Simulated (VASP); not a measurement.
# TaWC2 (R-3m) in VASP: further runs, part 2 of 3

VASP 6.6.1.

**3. Single point, LDA**

This run uses another cell than the first one, of 10.70 Å³/atom.

File INCAR:

```
SYSTEM = TaWC2
ALGO = Normal
EDIFF = 1E-6
ENCUT = 700
GGA_COMPAT = .False.
ISIF = 2
ISMEAR = -1
LASPH = .True.
LCHARG = .False.
LREAL = .False.
LWAVE = .False.
NBANDS = 26
NELM = 120
PREC = Accurate
SIGMA = 0.05
```

File KPOINTS:

```
k-points
0
Gamma
  10 10 10
  0 0 0
```

File POSCAR:

```
TaWC2
1.0
    1.5613054648      0.9014201304      5.0673795820
   -1.5613054648      0.9014201304      5.0673795820
    0.0000000000     -1.8028402609      5.0673795820
W Ta C
1 1 2
Direct
    0.0000000000      0.0000000000      0.0000000000
    0.5000000000      0.5000000000      0.5000000000
    0.2509330000      0.2509330000      0.2509330000
    0.7490670000      0.7490670000      0.7490670000
```

Potentials or basis: VASP PAW LDA potentials, release 64 (W_sv, Ta_sv_GW, C).

On the command line:

```console
$ cat potpaw_LDA.64/W_sv/POTCAR potpaw_LDA.64/Ta_sv_GW/POTCAR potpaw_LDA.64/C/POTCAR > POTCAR
$ mpirun -np 1 vasp_std > vasp.out
```

OUTCAR:

```text
SYSTEM = TaWC2
   EDIFF = 1E-6
   ENCUT = 700
   ISIF = 2
   ISMEAR = -1
   LASPH = .True.
   LREAL = .False.
   NELM = 120
   PREC = Accurate

 ion  position               nearest neighbor table
   1  0.000  0.000  0.000-   4 2.20   4 2.20   3 2.20   3 2.20   4 2.20   3 2.20   2 3.11   2 3.11
                             2 3.11   2 3.11   2 3.11   2 3.11
   2  0.500  0.500  0.500-   3 2.21   3 2.21   4 2.21   4 2.21   3 2.21   4 2.21   1 3.11   1 3.11
                             1 3.11   1 3.11   1 3.11   1 3.11
   3  0.251  0.251  0.251-   1 2.20   1 2.20   1 2.20   2 2.21   2 2.21   2 2.21
   4  0.749  0.749  0.749-   1 2.20   1 2.20   1 2.20   2 2.21   2 2.21   2 2.21

  LATTYP: Found a trigonal (rhomboedric) cell.
 ALAT       =     5.3785285008
 COS(alpha) =     0.8314693846

  Lattice vectors:

 A1 = (   1.5613054648,   0.9014201304,   5.0673795820)
 A2 = (  -1.5613054648,   0.9014201304,   5.0673795820)
 A3 = (   0.0000000000,  -1.8028402609,   5.0673795820)

Analysis of symmetry for initial positions (statically):
=====================================================================
 Subroutine PRICEL returns:
 Original cell was already a primitive cell.

 Routine SETGRP: Setting up the symmetry group for a
 trigonal (rhombohedral) supercell.

 Subroutine GETGRP returns: Found 12 space group operations
 (whereof 12 operations were pure point group operations)
 out of a pool of 12 trial point group operations.

The static configuration has the point symmetry D_3d.

Analysis of symmetry for dynamics (positions and initial velocities):
=====================================================================
 Subroutine PRICEL returns:
 Original cell was already a primitive cell.

 Routine SETGRP: Setting up the symmetry group for a
 trigonal (rhombohedral) supercell.

 Subroutine GETGRP returns: Found 12 space group operations
 (whereof 12 operations were pure point group operations)
 out of a pool of 12 trial point group operations.

The dynamic configuration has the point symmetry D_3d.

 Subroutine INISYM returns: Found 12 space group operations
 (whereof 12 operations are pure point group operations),
 and found     1 'primitive' translations

----------------------------------------------------------------------------------------

                                     Primitive cell

  volume of cell :      42.7907

  direct lattice vectors                    reciprocal lattice vectors
     1.561305465  0.901420130  5.067379582     0.320244828  0.184893438  0.065780218
    -1.561305465  0.901420130  5.067379582    -0.320244828  0.184893438  0.065780218
     0.000000000 -1.802840261  5.067379582     0.000000000 -0.369786875  0.065780218

  length of vectors
     5.378528501  5.378528501  5.378528501     0.375592026  0.375592026  0.375592026

  position of ions in fractional coordinates (direct lattice)
     0.000000000  0.000000000  0.000000000
     0.500000000  0.500000000  0.500000000
     0.250933000  0.250933000  0.250933000
     0.749067000  0.749067000  0.749067000

  ion indices of the primitive-cell ions
   primitive index   ion index
                 1           1
                 2           2
                 3           3
                 4           4

----------------------------------------------------------------------------------------

[... 26 lines left out ...]
  0.000000  0.000000  0.000000      1.000000
  0.100000 -0.000000  0.000000      6.000000
  0.200000 -0.000000  0.000000      6.000000
  0.300000  0.000000  0.000000      6.000000
  0.400000  0.000000  0.000000      6.000000
  0.500000  0.000000  0.000000      3.000000
[... 16 lines left out ...]
  0.300000  0.300000  0.000000      6.000000
  0.400000  0.300000  0.000000     12.000000
 [... further k-points ...]
   k-points           NKPTS =    116   k-points in BZ     NKDIM =    116   number of bands    NBANDS=     26
   number of dos      NEDOS =    301   number of ions     NIONS =      4
   total plane-waves  NPLWV = 110592
   dimension x,y,z NGX =    48 NGY =   48 NGZ =   48
   dimension x,y,z NGXF=    96 NGYF=   96 NGZF=   96
   ions per type =               1   1   2
   NGX,Y,Z   is equivalent  to a cutoff of  14.84, 14.84, 14.84 a.u.
   NGXF,Y,Z  is equivalent  to a cutoff of  29.67, 29.67, 29.67 a.u.
 SYSTEM =  TaWC2
   PREC   = accura    normal or accurate (medium, high low for compatibility)
   ISTART =      0    job   : 0-new  1-cont  2-samecut
   ICHARG =      2    charge: 1-file 2-atom 10-const
   ISPIN  =      1    spin polarized calculation?
   LNONCOLLINEAR =      F non collinear calculations
   LSORBIT =      F    spin-orbit coupling
   LASPH  =      T    aspherical Exc in radial PAW
   ENCUT  =  700.0 eV  51.45 Ry    7.17 a.u.  11.60 11.60 11.60*2*pi/ulx,y,z
   NELM   =    120;   NELMIN=  2; NELMDL= -5     # of ELM steps
   EDIFF  = 0.1E-05   stopping-criterion for ELM
   LREAL  =      F    real-space projection
   EDIFFG = 0.1E-04   stopping-criterion for IOM
   NSW    =      0    number of steps for IOM
   IBRION =     -1    ionic relax: 0-MD 1-quasi-New 2-CG
   NFREE  =      0    steps in history (QN), initial steepest desc. (CG)
   ISIF   =      2    stress and relaxation
   ISYM   =      2    0-nonsym 1-usesym 2-fastsym
   POTIM  = 0.5000    time-step for ionic-motion
   TEBEG  =    0.0;   TEEND  =   0.0 temperature during run
   PSTRESS=    0.0 pullay stress
   NELECT =      35.0000    total number of electrons
   NUPDOWN=      -1.0000    fix difference up-down
   EMIN   =  10.00;   EMAX   =-10.00  energy-range for DOS
   EFERMI =   0.00;   METHOD = LEGACY
   ISMEAR =    -1;   SIGMA  =   0.05  broadening in eV -4-tet -1-fermi 0-gaus
   EFERMI_NEDOS =   21; number of points for ismear=-14 and -15
   IALGO  =     38    algorithm
   IMIX   =      4    mixing-type and parameters
     AMIX     =   0.40;   BMIX     =  1.00
     AMIX_MAG =   1.60;   BMIX_MAG =  1.00
  volume/ion in A,a.u.               =      10.70        72.19
  Fermi-wavevector in a.u.,A,eV,Ry     =   1.531020  2.893209 31.892365  2.344023
  Thomas-Fermi vector in A             =   2.638423
   LORBIT       =      0    0 simple, 1 ext, 2 COOP (PROOUT), +10 PAW based schemes
   GGA     = CA    functional components
   LHFCALC =     F    Hartree Fock is set to
   AEXX    =    0.0000 exact exchange contribution
   IVDW    =     0    specifies the selected vdW correction
   LEPSILON=     F    determine dielectric tensor
   LRPA    =     F    only Hartree local field effects (RPA)
 non-spin polarized calculation
  energy-cutoff  :      700.00
  volume of cell :       42.79
 maximum number of plane-waves:      1812
 NGX is ok and might be reduce to    48
   NGX = 23   NGY = 23   NGZ = 23

 number of electron      35.0000001 magnetization

 Free energy of the ion-electron system (eV)
  ---------------------------------------------------
  ext. energy  EPLUGINS =         0.00000000
  ---------------------------------------------------
  free energy    TOTEN  =       -50.65402245 eV

  energy without entropy =      -50.63914392  energy(sigma->0) =      -50.64658318

 E-fermi :  12.4304     XC(G=0): -13.8804

 val. band max:       12.4293162856   @ k =  -0.1000   0.2000   0.1000
 cond. band min:      12.4400719575   @ k =  -0.3000   0.1000  -0.0000
 fundamental gap:      0.0107556719
 Fermi energy:        12.4303845167

 k-point     1 :       0.0000    0.0000    0.0000
  band No.  band energies     occupation
      1     -62.4106      2.00000
      2     -56.1407      2.00000
      3     -26.9586      2.00000
      4     -26.7454      2.00000
      5     -26.7454      2.00000
      6     -23.0083      2.00000
[... 685 lines left out ...]
     25      19.3145      0.00000
     26      20.0732      0.00000

 [... further k-points ...]

------------------------ aborting loop because EDIFF is reached ----------------------------------------

  FORCE on cell =-STRESS in cart. coord.  units (eV):
  Direction    XX          YY          ZZ          XY          YZ          ZX
  --------------------------------------------------------------------------------------
  -------------------------------------------------------------------------------------
  Total       -2.3133176     -2.3133176     -2.3052302      0.0000000      0.0000000      0.0000000
  in kB      -86.6155829    -86.6155829    -86.3127728      0.0000000      0.0000000      0.0000000
  external PRESSURE =     -86.5146462 kB  Pullay stress =       0.0000000 kB

 VOLUME and BASIS-vectors are now :
 -----------------------------------------------------------------------------
  energy-cutoff  :      700.00
  volume of cell :       42.79
      direct lattice vectors                 reciprocal lattice vectors
     1.561305465  0.901420130  5.067379582     0.320244828  0.184893438  0.065780218
    -1.561305465  0.901420130  5.067379582    -0.320244828  0.184893438  0.065780218
     0.000000000 -1.802840261  5.067379582     0.000000000 -0.369786875  0.065780218

 POSITION                                       TOTAL-FORCE (eV/Angst)
 -----------------------------------------------------------------------------------
      0.00000      0.00000      0.00000        -0.000000      0.000000      0.000000
      0.00000     -0.00000      7.60107         0.000000      0.000000      0.000000
      0.00000     -0.00000      3.81472        -0.000000     -0.000000      0.063835
      0.00000     -0.00000     11.38742        -0.000000      0.000000     -0.063835
 -----------------------------------------------------------------------------------
    total drift:                                0.000000      0.000000     -0.000000

  FREE ENERGIE OF THE ION-ELECTRON SYSTEM (eV)
  ---------------------------------------------------
  free  energy   TOTEN  =       -50.6540224506 eV

  energy  without entropy=      -50.6391439183  energy(sigma->0) =      -50.64658318
```

OSZICAR:

```text
N       E                     dE             d eps       ncg     rms          rms(c)
DAV:   1     0.369302651268E+03    0.36930E+03   -0.21960E+04  6032   0.176E+03
DAV:   2    -0.311980376522E+02   -0.40050E+03   -0.38609E+03  7106   0.477E+02
DAV:   3    -0.583412301268E+02   -0.27143E+02   -0.26768E+02  7934   0.116E+02
DAV:   4    -0.590069924568E+02   -0.66576E+00   -0.66478E+00  7668   0.156E+01
DAV:   5    -0.590168924537E+02   -0.99000E-02   -0.98983E-02  7844   0.180E+00    0.649E+01
DAV:   6    -0.508676505752E+02    0.81492E+01   -0.29500E+01  6810   0.311E+01    0.604E+01
DAV:   7    -0.507708788838E+02    0.96772E-01   -0.22104E+00  7290   0.787E+00    0.308E+01
DAV:   8    -0.508577280819E+02   -0.86849E-01   -0.18662E+00  7320   0.689E+00    0.763E+00
DAV:   9    -0.506561975324E+02    0.20153E+00   -0.89761E-01  7292   0.452E+00    0.210E+00
DAV:  10    -0.506546262004E+02    0.15713E-02   -0.25477E-02  6700   0.860E-01    0.293E+00
DAV:  11    -0.506545979571E+02    0.28243E-04   -0.11561E-03  7180   0.240E-01    0.173E+00
DAV:  12    -0.506540634758E+02    0.53448E-03   -0.19196E-03  6642   0.279E-01    0.112E+00
DAV:  13    -0.506540228667E+02    0.40609E-04   -0.16236E-04  7176   0.104E-01    0.907E-02
DAV:  14    -0.506540224506E+02    0.41606E-06   -0.82120E-06  6834   0.177E-02
   1 F= -.50654022E+02 E0= -.50646583E+02  d E =-.148785E-01
```

It took 5.5 min on 1 thread of Intel Xeon Platinum 8259CL at 2.50GHz (Skylake/Cascade Lake), shared host; peak memory 0.44 GiB.

What came out:

* Free energy: -50.6540 eV
* Pressure: -8.7 GPa
* Largest force: 0.064 eV/Å
* Band gap on the k mesh: zero (an odd number of electrons rules out a gap without spin polarisation)

Forces in eV/Å, atoms in the order of the input:
```
W    0.000  0.000  0.000
Ta   0.000  0.000  0.000
C    0.000  0.000  0.064
C    0.000  0.000 -0.064
```

Caveat: the cell stands under tension; spin-orbit coupling is left out, which moves the levels of the heavy elements; an odd number of electrons without spin polarisation forces a metal; a magnetic or distorted state may lie lower.

[end of part 2 of 3]
